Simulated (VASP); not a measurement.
A run of VASP 6.6.1:

The input INCAR:

```
SYSTEM = SnO2
PREC = Accurate
ENCUT = 600
EDIFF = 1E-7
ISMEAR = 0
SIGMA = 0.1
LREAL = .False.
LASPH = .True.
NELM = 60
ALGO = Normal
ISIF = 3
LWAVE = .False.
LCHARG = .False.
GGA = PE
IVDW = 12
IBRION = 2
NSW = 90
EDIFFG = -0.04
```

File KPOINTS:

```
regular mesh
0
Gamma
  6 6 4
  0 0 0
```

The input POSCAR:

```
SnO2
1.0
    3.0246447900      0.0000000000      0.0000000000
   -1.5123223900      2.6194192200      0.0000000000
    0.0000000000      0.0000000000      4.7758175100
Sn O
1 2
Direct
    0.0000000000      0.0000000000      0.5000000000
    0.3333333300      0.6666666700      0.7608649400
    0.6666666700      0.3333333300      0.2391350600
```

Potentials or basis: VASP PAW PBE potentials, release 64 (Sn_d, O).

Command:

```sh
$ cat potpaw_PBE.64/Sn_d/POTCAR potpaw_PBE.64/O/POTCAR > POTCAR
$ mpirun -np 1 vasp_std > vasp.out
```

Hardware: 1 thread of Intel Xeon 8259CL, on a shared host.

**Question.** How long does it take, and how much memory?

**Answer.** Run time: 3.9 min on 1 thread of Intel Xeon 8259CL, with other jobs on the host, peak memory 0.19 GiB. Counts: scf iterations 99, k points 24, ion steps 11.
